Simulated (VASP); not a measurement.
A run of VASP 6.6.1 is set up as follows.

The input INCAR:

```
ALGO = Normal
EDIFF = 1E-8
ENCUT = 520
GGA = PS
ISIF = 2
ISMEAR = -1
LASPH = T
LCHARG = F
LEFG = T
LREAL = F
LWAVE = F
NBANDS = 14
NELM = 80
PREC = Accurate
SIGMA = 0.08
```

Contents of KPOINTS:

```
k-points
0
Gamma
  16 16 16
```

Contents of POSCAR:

```
Rh
1.0
    0.0000000000      1.9078674883      1.9078674883
    1.9078674883      0.0000000000      1.9078674883
    1.9078674883      1.9078674883      0.0000000000
Rh
1
Direct
    0.0000000000      0.0000000000      0.0000000000
```

Potentials or basis: VASP PAW PBE potentials, release 64 (Rh_pv).

Command:

```console
$ cat potpaw_PBE.64/Rh_pv/POTCAR > POTCAR
$ mpirun -np 1 vasp_std > vasp.out
```

Task: Predict the pressure.

Result: -7.5 GPa.

Caveat: without QUAD_EFG the Cq values of the log hold for a quadrupole moment of 1 mb, not for the nuclei; the PAW data sets were made with another functional, which shifts forces and pressure a little.
